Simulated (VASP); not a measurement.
Set up this calculation in VASP 6.6.1, as the native input.

```yaml
Task: single point
Functional: LDA
Potentials_or_basis: VASP PAW LDA potentials, release 64 (C)
Cutoff: 520 eV
k_mesh: 16 × 16 × 16
Occupations: gaussian, width 0.03 eV
Spin: no spin polarisation
Dipole_correction: no
Further_INCAR_settings: ALGO = Normal; EDIFF = 1e-06; NBANDS = 11
```

The structure of C lies in POSCAR:

```
C
1.0
    0.0629952983      2.1166507492      3.3597492418
    1.2857799660      0.0000000000      3.3826764543
    1.2227846677      2.1166507492      0.0229272125
C
2
Direct
    0.1667065656      0.8332934344      0.1667065656
    0.8332934344      0.1667065656      0.8332934344
```

This cell differs from its parent crystal: strain +0.0375 x Voigt [0, 0, 0, 0, 1, 0].

One way to write it, as run:

INCAR

```
PREC     = Accurate       # precision mode
ENCUT    = 520            # plane-wave cutoff, eV
EDIFF    = 1E-6           # SCF threshold, eV
ISMEAR   = 0              # smearing method
SIGMA    = 0.03           # smearing width, eV
LREAL    = F              # projectors in reciprocal space
LASPH    = T              # aspherical terms in the spheres
NELM     = 60             # most SCF steps
ALGO     = Normal         # electronic algorithm
ISIF     = 2              # what is computed and relaxed
LWAVE    = F              # write WAVECAR
LCHARG   = F              # write CHGCAR
NBANDS   = 11             # bands
```

KPOINTS

```
regular mesh
0
Gamma
  16 16 16
```

Potentials or basis: VASP PAW LDA potentials, release 64 (C).

The run is started by

```sh
$ cat potpaw_LDA.64/C/POTCAR > POTCAR
$ mpirun -np 1 vasp_std > vasp.out
```

It gave:

| Property | Result |
| --- | --- |
| Pressure | 0.8 GPa |
| Largest force | 0.022 eV/Å |

Caveat: the cell differs from its parent crystal (strain +0.0375 x Voigt [0, 0, 0, 0, 1, 0]).

Wall time 3.4 min on 1 thread of Intel(R) Xeon(R) Platinum 8375C CPU @ 2.90GHz (Ice Lake), with other jobs on the host, peak memory 0.26 GiB.
